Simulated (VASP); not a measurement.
# AlGa3Sb4 in VASP: further runs

The runs below take AlGa3Sb4 through single point, relaxation of cell and atoms, with PBE.

Program: VASP 6.6.1. These are calculated values, not measurements. Logs are shortened: lines on timing, memory, paths and dates and some standing lists are left out, and cuts for length are marked.

## 1. The cell of the first run

The structure is cubic, space group P-43m (No. 215). Conventional cell: a = 6.216 Å, b = 6.216 Å, c = 6.216 Å, α = 90.00°, β = 90.00°, γ = 90.00°. Al (site symmetry -43m) has 4 Sb at 2.69 Å within 3.6 Å. Within 3.5 Å of Ga (site symmetry -42m) lie 4 Sb at 2.69 Å. Sb (site symmetry 3m) has 3 Ga at 2.69 Å and 1 Al at 2.69 Å within 3.5 Å.

## 2. Single point, PBE

The input, INCAR:

```
ALGO = Normal
EDIFF = 1E-6
ENCUT = 520
GGA = PE
ISIF = 2
ISMEAR = 0
LASPH = True
LCHARG = False
LREAL = False
LWAVE = False
NBANDS = 41
NELM = 80
PREC = Accurate
SIGMA = 0.2
```

The input, KPOINTS:

```
k-points
0
Gamma
  4 4 4
```

The input, POSCAR:

```
AlGa3Sb4
1.0
    6.2164310000      0.0000000000      0.0000000000
    0.0000000000      6.2164310000      0.0000000000
    0.0000000000      0.0000000000      6.2164310000
Al Ga Sb
1 3 4
Direct
    0.5000000000      0.5000000000      0.5000000000
    0.5000000000      0.0000000000      0.0000000000
    0.0000000000      0.5000000000      0.0000000000
    0.0000000000      0.0000000000      0.5000000000
    0.7500880000      0.7500880000      0.2499120000
    0.7500880000      0.2499120000      0.7500880000
    0.2499120000      0.7500880000      0.7500880000
    0.2499120000      0.2499120000      0.2499120000
```

Potentials or basis: VASP PAW PBE potentials, release 64 (Al, Ga_d, Sb).

The run is started by

```bash
cat potpaw_PBE.64/Al/POTCAR potpaw_PBE.64/Ga_d/POTCAR potpaw_PBE.64/Sb/POTCAR > POTCAR
mpirun -np 1 vasp_std > vasp.out
```

OUTCAR:

```text
EDIFF = 1E-6
   ENCUT = 520
   GGA = PE
   ISIF = 2
   ISMEAR = 0
   LASPH = True
   LREAL = False
   NELM = 80
   PREC = Accurate

 ion  position               nearest neighbor table
   1  0.500  0.500  0.500-   5 2.69   6 2.69   7 2.69   8 2.69
   2  0.500  0.000  0.000-   5 2.69   6 2.69   7 2.69   8 2.69
   3  0.000  0.500  0.000-   5 2.69   6 2.69   7 2.69   8 2.69
   4  0.000  0.000  0.500-   5 2.69   6 2.69   7 2.69   8 2.69
   5  0.750  0.750  0.250-   2 2.69   3 2.69   4 2.69   1 2.69
   6  0.750  0.250  0.750-   2 2.69   3 2.69   4 2.69   1 2.69
   7  0.250  0.750  0.750-   2 2.69   3 2.69   4 2.69   1 2.69
   8  0.250  0.250  0.250-   2 2.69   3 2.69   4 2.69   1 2.69

  LATTYP: Found a simple cubic cell.
 ALAT       =     6.2164310000

  Lattice vectors:

 A1 = (   6.2164310000,   0.0000000000,   0.0000000000)
 A2 = (   0.0000000000,   6.2164310000,   0.0000000000)
 A3 = (   0.0000000000,   0.0000000000,   6.2164310000)

Analysis of symmetry for initial positions (statically):
=====================================================================
 Subroutine PRICEL returns:
 Original cell was already a primitive cell.

 Routine SETGRP: Setting up the symmetry group for a
 simple cubic supercell.

 Subroutine GETGRP returns: Found 24 space group operations
 (whereof 24 operations were pure point group operations)
 out of a pool of 48 trial point group operations.

The static configuration has the point symmetry T_d .

Analysis of symmetry for dynamics (positions and initial velocities):
=====================================================================
 Subroutine PRICEL returns:
 Original cell was already a primitive cell.

 Routine SETGRP: Setting up the symmetry group for a
 simple cubic supercell.

 Subroutine GETGRP returns: Found 24 space group operations
 (whereof 24 operations were pure point group operations)
 out of a pool of 48 trial point group operations.

The dynamic configuration has the point symmetry T_d .

 Subroutine INISYM returns: Found 24 space group operations
 (whereof 24 operations are pure point group operations),
 and found     1 'primitive' translations

----------------------------------------------------------------------------------------

                                     Primitive cell

  volume of cell :     240.2278

  direct lattice vectors                    reciprocal lattice vectors
     6.216431000  0.000000000  0.000000000     0.160864007  0.000000000  0.000000000
     0.000000000  6.216431000  0.000000000     0.000000000  0.160864007  0.000000000
     0.000000000  0.000000000  6.216431000     0.000000000  0.000000000  0.160864007

  length of vectors
     6.216431000  6.216431000  6.216431000     0.160864007  0.160864007  0.160864007

  position of ions in fractional coordinates (direct lattice)
     0.500000000  0.500000000  0.500000000
     0.500000000  0.000000000  0.000000000
     0.000000000  0.500000000  0.000000000
     0.000000000  0.000000000  0.500000000
     0.750088000  0.750088000  0.249912000
     0.750088000  0.249912000  0.750088000
     0.249912000  0.750088000  0.750088000
     0.249912000  0.249912000  0.249912000

  ion indices of the primitive-cell ions
   primitive index   ion index
                 1           1
                 2           2
                 3           3
                 4           4
                 5           5
                 6           6
                 7           7
                 8           8

----------------------------------------------------------------------------------------

 KPOINTS: k-points

Automatic generation of k-mesh.
 Grid dimensions read from file:
 generate k-points for:    4    4    4

 Generating k-lattice:

  Cartesian coordinates                     Fractional coordinates (reciprocal lattice)
     0.040216002  0.000000000  0.000000000     0.250000000  0.000000000  0.000000000
     0.000000000  0.040216002  0.000000000     0.000000000  0.250000000  0.000000000
     0.000000000  0.000000000  0.040216002     0.000000000  0.000000000  0.250000000

  Length of vectors
     0.040216002  0.040216002  0.040216002

  Shift w.r.t. Gamma in fractional coordinates (k-lattice)
     0.000000000  0.000000000  0.000000000

 Subroutine IBZKPT returns following result:
 ===========================================

 Found     10 irreducible k-points:

 Following reciprocal coordinates:
            Coordinates               Weight
  0.000000  0.000000  0.000000      1.000000
  0.250000  0.000000  0.000000      6.000000
  0.500000  0.000000  0.000000      3.000000
  0.250000  0.250000  0.000000     12.000000
  0.500000  0.250000  0.000000     12.000000
  0.500000  0.500000  0.000000      3.000000
  0.250000  0.250000  0.250000      8.000000
  0.500000  0.250000  0.250000     12.000000
  0.500000  0.500000  0.250000      6.000000
  0.500000  0.500000  0.500000      1.000000
   k-points           NKPTS =     10   k-points in BZ     NKDIM =     10   number of bands    NBANDS=     41
   number of dos      NEDOS =    301   number of ions     NIONS =      8
   total plane-waves  NPLWV = 110592
   dimension x,y,z NGX =    48 NGY =   48 NGZ =   48
   dimension x,y,z NGXF=    96 NGYF=   96 NGZF=   96
   ions per type =               1   3   4
   NGX,Y,Z   is equivalent  to a cutoff of  12.84, 12.84, 12.84 a.u.
   NGXF,Y,Z  is equivalent  to a cutoff of  25.67, 25.67, 25.67 a.u.
 SYSTEM =  unknown system
   PREC   = accura    normal or accurate (medium, high low for compatibility)
   ISTART =      0    job   : 0-new  1-cont  2-samecut
   ICHARG =      2    charge: 1-file 2-atom 10-const
   ISPIN  =      1    spin polarized calculation?
   LNONCOLLINEAR =      F non collinear calculations
   LSORBIT =      F    spin-orbit coupling
   LASPH  =      T    aspherical Exc in radial PAW
   ENCUT  =  520.0 eV  38.22 Ry    6.18 a.u.  11.56 11.56 11.56*2*pi/ulx,y,z
   NELM   =     80;   NELMIN=  2; NELMDL= -5     # of ELM steps
   EDIFF  = 0.1E-05   stopping-criterion for ELM
   LREAL  =      F    real-space projection
   EDIFFG = 0.1E-04   stopping-criterion for IOM
   NSW    =      0    number of steps for IOM
   IBRION =     -1    ionic relax: 0-MD 1-quasi-New 2-CG
   NFREE  =      0    steps in history (QN), initial steepest desc. (CG)
   ISIF   =      2    stress and relaxation
   ISYM   =      2    0-nonsym 1-usesym 2-fastsym
   POTIM  = 0.5000    time-step for ionic-motion
   TEBEG  =    0.0;   TEEND  =   0.0 temperature during run
   PSTRESS=    0.0 pullay stress
   NELECT =      62.0000    total number of electrons
   NUPDOWN=      -1.0000    fix difference up-down
   EMIN   =  10.00;   EMAX   =-10.00  energy-range for DOS
   EFERMI =   0.00;   METHOD = LEGACY
   ISMEAR =     0;   SIGMA  =   0.20  broadening in eV -4-tet -1-fermi 0-gaus
   EFERMI_NEDOS =   21; number of points for ismear=-14 and -15
   IALGO  =     38    algorithm
   IMIX   =      4    mixing-type and parameters
     AMIX     =   0.40;   BMIX     =  1.00
     AMIX_MAG =   1.60;   BMIX_MAG =  1.00
  volume/ion in A,a.u.               =      30.03       202.64
  Fermi-wavevector in a.u.,A,eV,Ry     =   1.042312  1.969683 14.781555  1.086414
  Thomas-Fermi vector in A             =   2.176971
   LORBIT       =      0    0 simple, 1 ext, 2 COOP (PROOUT), +10 PAW based schemes
   GGA     = PE    functional components
   LHFCALC =     F    Hartree Fock is set to
   AEXX    =    0.0000 exact exchange contribution
   IVDW    =     0    specifies the selected vdW correction
   LEPSILON=     F    determine dielectric tensor
   LRPA    =     F    only Hartree local field effects (RPA)
 non-spin polarized calculation
 Gauss-broadening in eV      SIGMA  =   0.20
  energy-cutoff  :      520.00
  volume of cell :      240.23
 maximum number of plane-waves:      6496
 NGX is ok and might be reduce to    48
   NGX = 23   NGY = 23   NGZ = 23

 number of electron      61.9999962 magnetization

 Free energy of the ion-electron system (eV)
  ---------------------------------------------------
  ext. energy  EPLUGINS =         0.00000000
  ---------------------------------------------------
  free energy    TOTEN  =       -30.28738445 eV

  energy without entropy =      -30.27964668  energy(sigma->0) =      -30.28351556

 E-fermi :   4.5043     XC(G=0):  -8.7853

 val. band max:        4.4565170745   @ k =   0.0000   0.0000   0.0000
 cond. band min:       4.7483554295   @ k =   0.5000   0.5000   0.5000
 fundamental gap:      0.2918383550
 Fermi energy:         4.5042936042

 k-point     1 :       0.0000    0.0000    0.0000
  band No.  band energies     occupation
      1     -10.4994      2.00000
      2     -10.4994      2.00000
      3     -10.4994      2.00000
      4     -10.4668      2.00000
      5     -10.4668      2.00000
      6     -10.4668      2.00000
[... 33 lines left out ...]
     40       7.2635      0.00000
     41       7.2635      0.00000

 k-point     2 :       0.2500    0.0000    0.0000
  band No.  band energies     occupation
      1     -10.4973      2.00000
      2     -10.4973      2.00000
      3     -10.4969      2.00000
      4     -10.4702      2.00000
      5     -10.4662      2.00000
      6     -10.4662      2.00000
[... 33 lines left out ...]
     40       8.1248      0.00000
     41       8.1248      0.00000

 k-point     3 :       0.5000    0.0000    0.0000
  band No.  band energies     occupation
      1     -10.4950      2.00000
      2     -10.4950      2.00000
      3     -10.4935      2.00000
      4     -10.4743      2.00000
      5     -10.4641      2.00000
      6     -10.4641      2.00000
[... 33 lines left out ...]
     40       8.7962      0.00000
     41       8.8070      0.00000

 k-point     4 :       0.2500    0.2500    0.0000
  band No.  band energies     occupation
      1     -10.4974      2.00000
      2     -10.4952      2.00000
      3     -10.4929      2.00000
      4     -10.4736      2.00000
      5     -10.4658      2.00000
      6     -10.4657      2.00000
[... 33 lines left out ...]
     40       8.2859      0.00000
     41       8.8789      0.00000

 k-point     5 :       0.5000    0.2500    0.0000
  band No.  band energies     occupation
      1     -10.4963      2.00000
      2     -10.4923      2.00000
      3     -10.4893      2.00000
      4     -10.4777      2.00000
      5     -10.4646      2.00000
      6     -10.4641      2.00000
[... 33 lines left out ...]
     40       8.8523      0.00000
     41       8.8747      0.00000

 k-point     6 :       0.5000    0.5000    0.0000
  band No.  band energies     occupation
      1     -10.4964      2.00000
      2     -10.4859      2.00000
      3     -10.4859      2.00000
      4     -10.4848      2.00000
      5     -10.4637      2.00000
      6     -10.4634      2.00000
[... 33 lines left out ...]
     40       9.0733      0.00000
     41       9.0853      0.00000

 k-point     7 :       0.2500    0.2500    0.2500
  band No.  band energies     occupation
      1     -10.4975      2.00000
      2     -10.4915      2.00000
      3     -10.4915      2.00000
      4     -10.4766      2.00000
      5     -10.4655      2.00000
      6     -10.4655      2.00000
[... 33 lines left out ...]
     40       8.4421      0.00000
     41       9.4385      0.00000

 k-point     8 :       0.5000    0.2500    0.2500
  band No.  band energies     occupation
      1     -10.4966      2.00000
      2     -10.4900      2.00000
      3     -10.4877      2.00000
      4     -10.4803      2.00000
      5     -10.4650      2.00000
      6     -10.4643      2.00000
[... 33 lines left out ...]
     40       8.8762      0.00000
     41       8.9705      0.00000

 k-point     9 :       0.5000    0.5000    0.2500
  band No.  band energies     occupation
      1     -10.4964      2.00000
      2     -10.4858      2.00000
      3     -10.4858      2.00000
      4     -10.4852      2.00000
      5     -10.4644      2.00000
      6     -10.4643      2.00000
[... 33 lines left out ...]
     40       8.3562      0.00000
     41       8.4995      0.00000

 k-point    10 :       0.5000    0.5000    0.5000
  band No.  band energies     occupation
      1     -10.4964      2.00000
      2     -10.4857      2.00000
      3     -10.4857      2.00000
      4     -10.4857      2.00000
      5     -10.4651      2.00000
      6     -10.4651      2.00000
[... 33 lines left out ...]
     40       8.1471      0.00000
     41       8.2317      0.00000

------------------------ aborting loop because EDIFF is reached ----------------------------------------

  FORCE on cell =-STRESS in cart. coord.  units (eV):
  Direction    XX          YY          ZZ          XY          YZ          ZX
  --------------------------------------------------------------------------------------
  -------------------------------------------------------------------------------------
  Total        0.2259648      0.2259648      0.2259648     -0.0000000     -0.0000000      0.0000000
  in kB        1.5070509      1.5070509      1.5070509     -0.0000000     -0.0000000      0.0000000
  external PRESSURE =       1.5070509 kB  Pullay stress =       0.0000000 kB

 VOLUME and BASIS-vectors are now :
 -----------------------------------------------------------------------------
  energy-cutoff  :      520.00
  volume of cell :      240.23
      direct lattice vectors                 reciprocal lattice vectors
     6.216431000  0.000000000  0.000000000     0.160864007  0.000000000  0.000000000
     0.000000000  6.216431000  0.000000000     0.000000000  0.160864007  0.000000000
     0.000000000  0.000000000  6.216431000     0.000000000  0.000000000  0.160864007

 POSITION                                       TOTAL-FORCE (eV/Angst)
 -----------------------------------------------------------------------------------
      3.10822      3.10822      3.10822         0.000000      0.000000      0.000000
      3.10822      0.00000      0.00000         0.000000     -0.000000      0.000000
      0.00000      3.10822      0.00000        -0.000000     -0.000000      0.000000
      0.00000      0.00000      3.10822         0.000000     -0.000000     -0.000000
      4.66287      4.66287      1.55356         0.007801      0.007801     -0.007801
      4.66287      1.55356      4.66287         0.007801     -0.007801      0.007801
      1.55356      4.66287      4.66287        -0.007801      0.007801      0.007801
      1.55356      1.55356      1.55356        -0.007801     -0.007801     -0.007801
 -----------------------------------------------------------------------------------
    total drift:                               -0.000000     -0.000000      0.000000

  FREE ENERGIE OF THE ION-ELECTRON SYSTEM (eV)
  ---------------------------------------------------
  free  energy   TOTEN  =       -30.2873844479 eV

  energy  without entropy=      -30.2796466778  energy(sigma->0) =      -30.28351556
```

Wall time 2 min (1 thread of AMD EPYC 7R13, shared host); peak memory 0.33 GiB.

Results:

```yaml
Free_energy: -30.2874 eV
Pressure: 0.2 GPa
Largest_force: 0.014 eV/Å
Band_gap_on_the_k_mesh: 0.06 eV
```

Forces in eV/Å, atoms in the order of the input:
```
Al   0.000  0.000  0.000
Ga   0.000  0.000  0.000
Ga   0.000  0.000  0.000
Ga   0.000  0.000  0.000
Sb   0.008  0.008 -0.008
Sb   0.008 -0.008  0.008
Sb  -0.008  0.008  0.008
Sb  -0.008 -0.008 -0.008
```

Levels at points of the mesh, in eV from the valence-band top:
```tsv
k point	band 27	band 28	band 29	band 30	band 31	band 32	band 33	band 34	band 35	band 36
(0.00, 0.00, 0.00)	-2.32	-2.32	0.00	0.00	0.00	0.06	0.90	0.90	1.33	1.33
(0.50, 0.00, 0.00)	-2.84	-1.52	-1.52	-1.46	-1.46	1.29	1.49	2.69	2.72	3.59
(0.50, 0.50, 0.00)	-2.89	-1.10	-1.10	-1.10	-1.05	1.87	2.00	2.00	2.38	4.45
(0.50, 0.50, 0.50)	-1.02	-1.02	-0.99	-0.99	-0.99	0.35	0.35	0.35	1.16	3.58
```

Caveat: the smearing spreads over this small gap; semilocal functionals underestimate gaps, and a narrow one can read as zero; spin-orbit coupling is left out, which moves the levels of the heavy elements. A k mesh can miss the band edges.

(Continued in part 2 of 2.)

The gap in the log of VASP goes by the Fermi energy; the results here count the filled bands.